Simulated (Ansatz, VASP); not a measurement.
Two plane-wave programs on TiCo

Contents of INCAR:

```
PREC = Accurate
ENCUT = 520
EDIFF = 1E-7
ISMEAR = 0
SIGMA = 0.1
LREAL = F
LASPH = T
NELM = 150
ALGO = Normal
ISIF = 2
LWAVE = F
LCHARG = T
ISPIN = 2
MAGMOM = 0 1.07
LORBIT = 11
LMAXMIX = 4
GGA = PE
LELF = T
LVHAR = T
NBANDS = 22
```

The input KPOINTS:

```
regular mesh
0
Gamma
  18 18 18
```

File POSCAR:

```
TiCo
1.0
    2.8605710108      0.0000000000      0.0000000000
    0.0000000000      2.8605710108      0.0000000000
    0.0000000000      0.0000000000      2.8605710108
Ti Co
1 1
Direct
    0.0000000000      0.0000000000      0.0000000000
    0.5000000000      0.5000000000      0.5000000000
```

Input for Ansatz:

```yaml
crystal:
  lattice:
    - [2.8605710108, 0.0, 0.0]
    - [0.0, 2.8605710108, 0.0]
    - [0.0, 0.0, 2.8605710108]
  atoms:
    - { symbol: Ti, position: [0.0, 0.0, 0.0] }
    - { symbol: Co, position: [0.5, 0.5, 0.5], spin: 1.07 }
basis:
  ecutwfc: 420
kpoints:
  mp_grid: { grid: [18, 18, 18] }
hamiltonian:
  xc: pbe
scf:
  occupations: { method: gaussian, width: 0.1 }
output:
  forces: true
  stress: true
  eigenvalues: true
  populations: true
magnetization:
  spin_polarized: true
```

Alike in both runs: task single point; functional PBE; k mesh 18 × 18 × 18; occupations gaussian, width 0.1 eV; collinear spin.

|  | VASP | Ansatz |
| --- | --- | --- |
| version | VASP 6.6.1 | Ansatz 0.2.0 |
| potentials or method | VASP PAW PBE potentials, release 64 (Ti_sv, Co), cutoff 520 eV | scalar-relativistic, plane waves, PAW |
| valence electrons in the cell | 21 | 29 |

Ansatz gave:

* gap on the k mesh at the Fermi level (eV): none
* pressure (GPa): 27.2
* net moment per atom (μB): 0.32
* size of the moment on the site where the two differ most (μB): 0.63

Question: Estimate VASP's values.

Answer: gap on the k mesh at the Fermi level (eV): none; pressure (GPa): 26.0; net moment per atom (μB): 0.27; size of the moment on the site where the two differ most (μB): 0.54.

Site moments also hang on the region over which each program counts them. A gap of «none» marks a metal or a gap that the smearing closes. VASP's potentials hold 21 valence electrons a cell and Ansatz's 29, so a difference there can come from the potentials and not from the codes.
